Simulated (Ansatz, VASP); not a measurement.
## One calculation of Hf2AlAgCl6, two programs

```
CELL_PARAMETERS angstrom
0.00000 4.81571 4.81571
4.81571 0.00000 4.81571
4.81571 4.81571 0.00000
ATOMIC_POSITIONS crystal
Hf 0.25000 0.25000 0.25000
Hf 0.75000 0.75000 0.75000
Al 0.00000 0.00000 0.00000
Ag 0.50000 0.50000 0.50000
Cl 0.76021 0.23979 0.23979
Cl 0.23979 0.76021 0.23979
Cl 0.23979 0.76021 0.76021
Cl 0.76021 0.23979 0.76021
Cl 0.23979 0.23979 0.76021
Cl 0.76021 0.76021 0.23979
```

Alike in both runs: task single point; functional PBE; k mesh 6 × 6 × 6; no spin polarisation.

```csv
,VASP,Ansatz
version,VASP 6.6.1,Ansatz 0.2.0
potentials or method,"VASP PAW PBE potentials, release 64 (Hf_pv, Al, Ag, Cl), cutoff 520 eV",PAW plane waves
occupations,"fermi-dirac, width 0.1 eV",fermi-dirac
valence electrons in the cell,76,116
```

|  | VASP | Ansatz | Ansatz less VASP |
| --- | --- | --- | --- |
| pressure (GPa) | 3.1 | 3.3 | +0.16 |
| rms of the force components (eV/Å) | 0.195 | 0.191 | -0.0041 |

Atom by atom the forces differ by 0.004 eV/Å (rms over components). VASP's potentials hold 76 valence electrons a cell and Ansatz's 116, so a difference there can come from the potentials and not from the codes.

Neither program's run includes spin-orbit coupling.
